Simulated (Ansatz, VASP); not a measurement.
# Two plane-wave programs on NaCl

```
CELL_PARAMETERS angstrom
0.00000 2.73219 2.73219
2.73219 0.00000 2.73219
2.73219 2.73219 0.00000
ATOMIC_POSITIONS crystal
Na 0.00000 0.00000 0.00000
Cl 0.50000 0.50000 0.50000
```

Alike in both runs: functional LDA; k mesh 10 × 10 × 10; occupations fermi-dirac, width 0.05 eV; no spin polarisation.

Ansatz relaxed the structure, and its values are those at the end. VASP's run is a single point on that final structure, the one shown.

|  | VASP | Ansatz |
| --- | --- | --- |
| version | VASP 6.6.1 | Ansatz 0.2.0 |
| potentials or method | VASP PAW LDA potentials, release 64 (Na_pv, Cl) | PAW with Ansatz's default frozen-core files, scalar-relativistic |
| plane-wave cutoff (eV) | 520 | 420 |
| valence electrons in the cell | 14 | 16 |

```csv
,VASP,Ansatz,Ansatz less VASP
pressure (GPa),0.0,0.0,0.00
```

LDA's correlation is that of Perdew and Zunger in VASP and of Perdew and Wang (1992) in Ansatz. VASP's potentials hold 14 valence electrons a cell and Ansatz's 16, so a difference there can come from the potentials and not from the codes.
